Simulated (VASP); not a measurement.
# ZrS (I4/mmm) in VASP: notebook

ZrS is run at these levels: r2SCAN; tasks: single point.

Program: VASP 6.6.1. These are calculated values, not measurements. Logs are shortened: lines on timing, memory, paths and dates and some standing lists are left out, and cuts for length are marked.

**1. The cell of the first run**

The structure is tetragonal, space group I4/mmm (No. 139). The conventional cell has a = 3.750 Å, b = 3.750 Å, c = 5.382 Å, α = 90.00°, β = 90.00°, γ = 90.00°. Zr (site symmetry 4/mmm) has 6 S at 2.65 to 2.69 Å within 3.5 Å. S (site symmetry 4/mmm) has 6 Zr at 2.65 to 2.69 Å within 3.5 Å.

**2. Single point, r2SCAN (strain +0.015 along x and y, +0.030 along z)**

POSCAR

```
ZrS
1.0
    0.0000000000      2.6516514692      2.6908384368
    2.6516514692      0.0000000000      2.6908384368
    2.6516514692      2.6516514692      0.0000000000
Zr S
1 1
Direct
    0.0000000000      0.0000000000      0.0000000000
    0.5000000000      0.5000000000      0.5000000000
```

INCAR.step1

```
PREC = Accurate
ENCUT = 520
ISMEAR = 0
SIGMA = 0.15
LREAL = False
LASPH = True
NELM = 60
NBANDS = 16
GGA = PE
ALGO = Normal
EDIFF = 1E-4
LWAVE = True
LCHARG = False
```

INCAR.step2

```
PREC = Accurate
ENCUT = 520
EDIFF = 1E-6
ISMEAR = 0
SIGMA = 0.15
LREAL = False
LASPH = True
NELM = 60
ALGO = Normal
ISIF = 2
LWAVE = False
LCHARG = False
METAGGA = R2SCAN
LMIXTAU = True
NBANDS = 16
ISTART = 1
```

KPOINTS

```
Automatic mesh
0
Gamma
  20 20 20
```

Potentials or basis: VASP PAW PBE potentials, release 64 (Zr_sv, S).

Run with:

```
cat potpaw_PBE.64/Zr_sv/POTCAR potpaw_PBE.64/S/POTCAR > POTCAR
cp INCAR.step1 INCAR
mpirun -np 1 vasp_std > vasp.out
cp INCAR.step2 INCAR
mpirun -np 1 vasp_std > vasp.out
```

OUTCAR:

```text
PREC = Accurate
   ENCUT = 520
   EDIFF = 1E-6
   ISMEAR = 0
   LREAL = False
   LASPH = True
   NELM = 60
   ISIF = 2
   METAGGA = R2SCAN
   ISTART = 1

 ion  position               nearest neighbor table
   1  0.000  0.000  0.000-   2 2.65   2 2.65   2 2.65   2 2.65   2 2.69   2 2.69
   2  0.500  0.500  0.500-   1 2.65   1 2.65   1 2.65   1 2.65   1 2.69   1 2.69

  LATTYP: Found a body centered tetragonal cell.
 ALAT       =     3.7500014704
 C/A-ratio  =     1.4351132702

  Lattice vectors:

 A1 = (  -2.6516514692,   0.0000000000,   2.6908384368)
 A2 = (   2.6516514692,   0.0000000000,   2.6908384368)
 A3 = (   0.0000000000,   2.6516514692,  -2.6908384368)

Analysis of symmetry for initial positions (statically):
=====================================================================
 Subroutine PRICEL returns:
 Original cell was already a primitive cell.

 Routine SETGRP: Setting up the symmetry group for a
 body centered tetragonal supercell.

 Subroutine GETGRP returns: Found 16 space group operations
 (whereof 16 operations were pure point group operations)
 out of a pool of 16 trial point group operations.

The static configuration has the point symmetry D_4h.

Analysis of symmetry for dynamics (positions and initial velocities):
=====================================================================
 Subroutine PRICEL returns:
 Original cell was already a primitive cell.

 Routine SETGRP: Setting up the symmetry group for a
 body centered tetragonal supercell.

 Subroutine GETGRP returns: Found 16 space group operations
 (whereof 16 operations were pure point group operations)
 out of a pool of 16 trial point group operations.

The dynamic configuration has the point symmetry D_4h.

 Subroutine INISYM returns: Found 16 space group operations
 (whereof 16 operations are pure point group operations),
 and found     1 'primitive' translations

----------------------------------------------------------------------------------------

                                     Primitive cell

  volume of cell :      37.8399

  direct lattice vectors                    reciprocal lattice vectors
     0.000000000  2.651651469  2.690838437    -0.188561734  0.188561734  0.185815690
     2.651651469  0.000000000  2.690838437     0.188561734 -0.188561734  0.185815690
     2.651651469  2.651651469  0.000000000     0.188561734  0.188561734 -0.185815690

  length of vectors
     3.777812463  3.777812463  3.750001470     0.325020808  0.325020808  0.325020808

  position of ions in fractional coordinates (direct lattice)
     0.000000000  0.000000000  0.000000000
     0.500000000  0.500000000  0.500000000

  ion indices of the primitive-cell ions
   primitive index   ion index
                 1           1
                 2           2

----------------------------------------------------------------------------------------

 KPOINTS: Automatic mesh

Automatic generation of k-mesh.
 Grid dimensions read from file:
 generate k-points for:   20   20   20

 Generating k-lattice:

  Cartesian coordinates                     Fractional coordinates (reciprocal lattice)
    -0.009428087  0.009428087  0.009290784     0.050000000  0.000000000  0.000000000
     0.009428087 -0.009428087  0.009290784     0.000000000  0.050000000  0.000000000
     0.009428087  0.009428087 -0.009290784     0.000000000  0.000000000  0.050000000

  Length of vectors
     0.016251040  0.016251040  0.016251040

  Shift w.r.t. Gamma in fractional coordinates (k-lattice)
     0.000000000  0.000000000  0.000000000

 Subroutine IBZKPT returns following result:
 ===========================================

 Found    641 irreducible k-points:

 Following reciprocal coordinates:
            Coordinates               Weight
  0.000000  0.000000  0.000000      1.000000
  0.050000 -0.000000  0.000000      8.000000
  0.100000  0.000000  0.000000      8.000000
  0.150000  0.000000  0.000000      8.000000
  0.200000  0.000000  0.000000      8.000000
  0.250000  0.000000  0.000000      8.000000
[... 16 lines left out ...]
 -0.400000  0.050000  0.000000      8.000000
 -0.350000  0.050000  0.000000      8.000000
 [... further k-points ...]
   k-points           NKPTS =    641   k-points in BZ     NKDIM =    641   number of bands    NBANDS=     16
   number of dos      NEDOS =    301   number of ions     NIONS =      2
   total plane-waves  NPLWV =  21952
   dimension x,y,z NGX =    28 NGY =   28 NGZ =   28
   dimension x,y,z NGXF=    56 NGYF=   56 NGZF=   56
   ions per type =               1   1
   NGX,Y,Z   is equivalent  to a cutoff of  12.32, 12.32, 12.41 a.u.
   NGXF,Y,Z  is equivalent  to a cutoff of  24.64, 24.64, 24.83 a.u.
 SYSTEM =  unknown system
   PREC   = accura    normal or accurate (medium, high low for compatibility)
   ISTART =      1    job   : 0-new  1-cont  2-samecut
   ICHARG =      0    charge: 1-file 2-atom 10-const
   ISPIN  =      1    spin polarized calculation?
   LNONCOLLINEAR =      F non collinear calculations
   LSORBIT =      F    spin-orbit coupling
   LASPH  =      T    aspherical Exc in radial PAW
   ENCUT  =  520.0 eV  38.22 Ry    6.18 a.u.   7.02  7.02  6.97*2*pi/ulx,y,z
   NELM   =     60;   NELMIN=  2; NELMDL=  0     # of ELM steps
   EDIFF  = 0.1E-05   stopping-criterion for ELM
   LREAL  =      F    real-space projection
   EDIFFG = 0.1E-04   stopping-criterion for IOM
   NSW    =      0    number of steps for IOM
   IBRION =     -1    ionic relax: 0-MD 1-quasi-New 2-CG
   NFREE  =      0    steps in history (QN), initial steepest desc. (CG)
   ISIF   =      2    stress and relaxation
   ISYM   =      2    0-nonsym 1-usesym 2-fastsym
   POTIM  = 0.5000    time-step for ionic-motion
   TEBEG  =    0.0;   TEEND  =   0.0 temperature during run
   PSTRESS=    0.0 pullay stress
   NELECT =      18.0000    total number of electrons
   NUPDOWN=      -1.0000    fix difference up-down
   EMIN   =  10.00;   EMAX   =-10.00  energy-range for DOS
   EFERMI =   0.00;   METHOD = LEGACY
   ISMEAR =     0;   SIGMA  =   0.15  broadening in eV -4-tet -1-fermi 0-gaus
   EFERMI_NEDOS =   21; number of points for ismear=-14 and -15
   IALGO  =     38    algorithm
   IMIX   =      4    mixing-type and parameters
     AMIX     =   0.40;   BMIX     =  1.00
     AMIX_MAG =   1.60;   BMIX_MAG =  1.00
  volume/ion in A,a.u.               =      18.92       127.68
  Fermi-wavevector in a.u.,A,eV,Ry     =   1.277955  2.414984 22.220607  1.633169
  Thomas-Fermi vector in A             =   2.410525
   LORBIT       =      0    0 simple, 1 ext, 2 COOP (PROOUT), +10 PAW based schemes
   METAGGA = R2SCAN    functional components
   LHFCALC =     F    Hartree Fock is set to
   AEXX    =    0.0000 exact exchange contribution
   IVDW    =     0    specifies the selected vdW correction
   LEPSILON=     F    determine dielectric tensor
   LRPA    =     F    only Hartree local field effects (RPA)
 non-spin polarized calculation
 Gauss-broadening in eV      SIGMA  =   0.15
  energy-cutoff  :      520.00
  volume of cell :       37.84
 maximum number of plane-waves:      1038
   NGX = 13   NGY = 13   NGZ = 13

 number of electron      18.0000002 magnetization

 Free energy of the ion-electron system (eV)
  ---------------------------------------------------
  ext. energy  EPLUGINS =         0.00000000
  ---------------------------------------------------
  free energy    TOTEN  =       -33.83598340 eV

  energy without entropy =      -33.82076356  energy(sigma->0) =      -33.82837348

 E-fermi :  10.3796     XC(G=0): -11.7212

 val. band max:       10.3781485192   @ k =  -0.3000   0.1500   0.3500
 cond. band min:      10.3918234363   @ k =  -0.3500   0.3000   0.2000
 fundamental gap:      0.0136749171
 Fermi energy:        10.3795961030

 k-point     1 :       0.0000    0.0000    0.0000
  band No.  band energies     occupation
      1     -41.5927      2.00000
      2     -18.8714      2.00000
      3     -18.8714      2.00000
      4     -18.8675      2.00000
      5      -6.1947      2.00000
      6       6.4018      2.00000
[... 8 lines left out ...]
     15      18.0733      0.00000
     16      22.4024      0.00000

 k-point     2 :       0.0500   -0.0000    0.0000
  band No.  band energies     occupation
      1     -41.5922      2.00000
      2     -18.8781      2.00000
      3     -18.8719      2.00000
      4     -18.8691      2.00000
      5      -6.1651      2.00000
      6       6.2317      2.00000
[... 8 lines left out ...]
     15      18.1694      0.00000
     16      22.2219      0.00000

 k-point     3 :       0.1000    0.0000    0.0000
  band No.  band energies     occupation
      1     -41.5906      2.00000
      2     -18.8996      2.00000
      3     -18.8735      2.00000
      4     -18.8714      2.00000
      5      -6.0783      2.00000
      6       5.7657      2.00000
[... 8 lines left out ...]
     15      18.4218      0.00000
     16      21.7601      0.00000

 k-point     4 :       0.1500    0.0000    0.0000
  band No.  band energies     occupation
      1     -41.5883      2.00000
      2     -18.9331      2.00000
      3     -18.8760      2.00000
      4     -18.8747      2.00000
      5      -5.9400      2.00000
      6       5.1612      2.00000
[... 8 lines left out ...]
     15      18.6844      0.00000
     16      21.3049      0.00000
[... 324 lines left out ...]
 k-point    22 :      -0.4500    0.0500    0.0000
  band No.  band energies     occupation
      1     -41.5711      2.00000
      2     -19.1595      2.00000
      3     -18.9026      2.00000
      4     -18.8937      2.00000
      5      -4.8027      2.00000
      6       2.1911      2.00000
[... 8 lines left out ...]
     15      16.6107      0.00000
     16      16.6593      0.00000

 k-point    23 :      -0.4000    0.0500    0.0000
  band No.  band energies     occupation
      1     -41.5723      2.00000
      2     -19.1445      2.00000
      3     -18.9021      2.00000
      4     -18.8911      2.00000
      5      -4.8922      2.00000
      6       2.3669      2.00000
[... 8 lines left out ...]
     15      17.0966      0.00000
     16      17.1276      0.00000

 k-point    24 :      -0.3500    0.0500    0.0000
  band No.  band energies     occupation
      1     -41.5744      2.00000
      2     -19.1175      2.00000
      3     -18.9000      2.00000
      4     -18.8878      2.00000
      5      -5.0464      2.00000
      6       2.6832      2.00000
[... 8 lines left out ...]
     15      17.6812      0.00000
     16      17.9431      0.00000

 [... further k-points ...]

------------------------ aborting loop because EDIFF is reached ----------------------------------------

  FORCE on cell =-STRESS in cart. coord.  units (eV):
  Direction    XX          YY          ZZ          XY          YZ          ZX
  --------------------------------------------------------------------------------------
  -------------------------------------------------------------------------------------
  Total       -1.4861245     -1.4861245     -2.1719886      0.0000000     -0.0000000     -0.0000000
  in kB      -62.9238479    -62.9238479    -91.9639536      0.0000000     -0.0000000     -0.0000000
  external PRESSURE =     -72.6038831 kB  Pullay stress =       0.0000000 kB

 VOLUME and BASIS-vectors are now :
 -----------------------------------------------------------------------------
  energy-cutoff  :      520.00
  volume of cell :       37.84
      direct lattice vectors                 reciprocal lattice vectors
     0.000000000  2.651651469  2.690838437    -0.188561734  0.188561734  0.185815690
     2.651651469  0.000000000  2.690838437     0.188561734 -0.188561734  0.185815690
     2.651651469  2.651651469  0.000000000     0.188561734  0.188561734 -0.185815690

 POSITION                                       TOTAL-FORCE (eV/Angst)
 -----------------------------------------------------------------------------------
      0.00000      0.00000      0.00000         0.000000     -0.000000      0.000000
      2.65165      2.65165      2.69084        -0.000000      0.000000     -0.000000
 -----------------------------------------------------------------------------------
    total drift:                                0.000000      0.000000      0.000000

  FREE ENERGIE OF THE ION-ELECTRON SYSTEM (eV)
  ---------------------------------------------------
  free  energy   TOTEN  =       -33.8359833980 eV

  energy  without entropy=      -33.8207635644  energy(sigma->0) =      -33.82837348
```

Wall time 17 min (1 thread of Intel Xeon Platinum 8375C at 2.90GHz (Ice Lake), shared host); peak memory 0.47 GiB.

What came out:

```
Free energy            : -33.8360 eV
Pressure               : -7.3 GPa
Band gap on the k mesh : zero (bands 9 and 10 overlap by 2.63 eV)
```

Stress tensor (GPa, compression positive):
```
-6.29  0.00  0.00
 0.00 -6.29  0.00
 0.00  0.00 -9.20
```

Levels at points of the mesh, in eV from the Fermi level:
| k point | band 7 | band 8 | band 9 | band 10 | band 11 | band 12 |
| --- | --- | --- | --- | --- | --- | --- |
| (0.00, 0.00, 0.00) | -3.95 | -3.95 | -1.42 | -1.27 | -1.27 | -0.65 |
| (0.50, 0.00, 0.00) | -6.25 | -6.24 | 1.36 | 1.41 | 1.69 | 2.06 |
| (0.50, 0.50, 0.00) | -4.87 | -4.87 | -3.32 | 0.48 | 2.22 | 2.22 |
| (0.50, 0.00, 0.50) | -4.93 | -4.92 | -3.31 | 0.55 | 2.16 | 2.26 |

Caveat: the cell differs from its parent crystal (strain +0.015 along x and y, +0.030 along z); the cell stands under tension; the PAW data sets were made with another functional, which shifts forces and pressure a little.

**3. Single point, r2SCAN (strain +0.030 along x and y, +0.015 along z)**

POSCAR

```
ZrS
1.0
    0.0000000000      2.6908384368      2.6516514692
    2.6908384368      0.0000000000      2.6516514692
    2.6908384368      2.6908384368      0.0000000000
Zr S
1 1
Direct
    0.0000000000      0.0000000000      0.0000000000
    0.5000000000      0.5000000000      0.5000000000
```

INCAR.step1

```
ALGO = Normal ; EDIFF = 1E-4
ENCUT = 520 ; GGA = PE
ISMEAR = 0 ; LASPH = True
LCHARG = False ; LREAL = False
LWAVE = True ; NBANDS = 16
NELM = 100 ; PREC = Accurate
SIGMA = 0.15
```

INCAR.step2

```
ALGO = Normal ; EDIFF = 1E-6
ENCUT = 520 ; ISIF = 2
ISMEAR = 0 ; ISTART = 1
LASPH = True ; LCHARG = False
LMIXTAU = True ; LREAL = False
LWAVE = False ; METAGGA = R2SCAN
NBANDS = 16 ; NELM = 100
PREC = Accurate ; SIGMA = 0.15
```

KPOINTS

```
k-points
0
Gamma
  20 20 20
```

Potentials or basis: VASP PAW PBE potentials, release 64 (Zr_sv, S).

Run with:

```
cat potpaw_PBE.64/Zr_sv/POTCAR potpaw_PBE.64/S/POTCAR > POTCAR
cp INCAR.step1 INCAR
mpirun -np 1 vasp_std > vasp.out
cp INCAR.step2 INCAR
mpirun -np 1 vasp_std > vasp.out
```

OUTCAR:

```text
EDIFF = 1E-6
   ENCUT = 520
   ISIF = 2
   ISMEAR = 0
   ISTART = 1
   LASPH = True
   LREAL = False
   METAGGA = R2SCAN
   NELM = 100
   PREC = Accurate

 ion  position               nearest neighbor table
   1  0.000  0.000  0.000-   2 2.65   2 2.65   2 2.69   2 2.69   2 2.69   2 2.69
   2  0.500  0.500  0.500-   1 2.65   1 2.65   1 2.69   1 2.69   1 2.69   1 2.69

  LATTYP: Found a body centered tetragonal cell.
 ALAT       =     3.8054202115
 C/A-ratio  =     1.3936182192

  Lattice vectors:

 A1 = (   0.0000000000,  -2.6908384368,  -2.6516514692)
 A2 = (   0.0000000000,   2.6908384368,  -2.6516514692)
 A3 = (   2.6908384368,   0.0000000000,   2.6516514692)

Analysis of symmetry for initial positions (statically):
=====================================================================
 Subroutine PRICEL returns:
 Original cell was already a primitive cell.

 Routine SETGRP: Setting up the symmetry group for a
 body centered tetragonal supercell.

 Subroutine GETGRP returns: Found 16 space group operations
 (whereof 16 operations were pure point group operations)
 out of a pool of 16 trial point group operations.

The static configuration has the point symmetry D_4h.
[... 160 lines left out ...]

 E-fermi :  10.2041     XC(G=0): -11.6427

 val. band max:       10.2031143222   @ k =   0.2000   0.0500   0.1500
 cond. band min:      10.2079961329   @ k =  -0.4000   0.2500   0.1000
 fundamental gap:      0.0048818107
 Fermi energy:        10.2040725881

 k-point     1 :       0.0000    0.0000    0.0000
  band No.  band energies     occupation
      1     -41.8009      2.00000
      2     -19.0791      2.00000
      3     -19.0761      2.00000
      4     -19.0761      2.00000
      5      -6.2999      2.00000
      6       6.2426      2.00000
[... 433 lines left out ...]
      3     -19.1032      2.00000
      4     -19.0971      2.00000
      5      -5.2058      2.00000
      6       2.5985      2.00000
[... 8 lines left out ...]
     15      17.5574      0.00000
     16      17.6372      0.00000

 [... further k-points ...]

------------------------ aborting loop because EDIFF is reached ----------------------------------------

  FORCE on cell =-STRESS in cart. coord.  units (eV):
  Direction    XX          YY          ZZ          XY          YZ          ZX
  --------------------------------------------------------------------------------------
  -------------------------------------------------------------------------------------
  Total       -2.3314698     -2.3314698     -1.6296189      0.0000000      0.0000000      0.0000000
  in kB      -97.2789111    -97.2789111    -67.9946843      0.0000000      0.0000000      0.0000000
  external PRESSURE =     -87.5175022 kB  Pullay stress =       0.0000000 kB

 VOLUME and BASIS-vectors are now :
 -----------------------------------------------------------------------------
  energy-cutoff  :      520.00
  volume of cell :       38.40
      direct lattice vectors                 reciprocal lattice vectors
     0.000000000  2.690838437  2.651651469    -0.185815690  0.185815690  0.188561734
     2.690838437  0.000000000  2.651651469     0.185815690 -0.185815690  0.188561734
     2.690838437  2.690838437  0.000000000     0.185815690  0.185815690 -0.188561734

 POSITION                                       TOTAL-FORCE (eV/Angst)
 -----------------------------------------------------------------------------------
      0.00000      0.00000      0.00000        -0.000000      0.000000      0.000000
      2.69084      2.69084      2.65165         0.000000     -0.000000      0.000000
 -----------------------------------------------------------------------------------
    total drift:                                0.000000      0.000000      0.000000

  FREE ENERGIE OF THE ION-ELECTRON SYSTEM (eV)
  ---------------------------------------------------
  free  energy   TOTEN  =       -33.8079613957 eV

  energy  without entropy=      -33.7922721166  energy(sigma->0) =      -33.80011676
```

OUTCAR.step1:

```text
EDIFF = 1E-4
   ENCUT = 520
   GGA = PE
   ISMEAR = 0
   LASPH = True
[... 677 lines left out ...]
 -----------------------------------------------------------------------------------
      0.00000      0.00000      0.00000         0.000000      0.000000      0.000000
      2.69084      2.69084      2.65165        -0.000000     -0.000000      0.000000
 -----------------------------------------------------------------------------------
    total drift:                                0.000000      0.000000      0.000000

  FREE ENERGIE OF THE ION-ELECTRON SYSTEM (eV)
  ---------------------------------------------------
  free  energy   TOTEN  =       -15.3429446850 eV

  energy  without entropy=      -15.3264840979  energy(sigma->0) =      -15.33471439
```

It took 19 min on 1 thread of Intel Xeon Platinum 8375C at 2.90GHz (Ice Lake), shared host; peak memory 0.48 GiB.

Results:

```yaml
Free_energy: -33.8080 eV
Pressure: -8.8 GPa
Band_gap_on_the_k_mesh: zero (bands 9 and 10 overlap by 2.66 eV)
```

Stress tensor (GPa, compression positive):
```
-9.73  0.00  0.00
 0.00 -9.73  0.00
 0.00  0.00 -6.80
```

Caveat: the cell differs from its parent crystal (strain +0.030 along x and y, +0.015 along z); the cell stands under tension; the PAW data sets were made with another functional, which shifts forces and pressure a little.
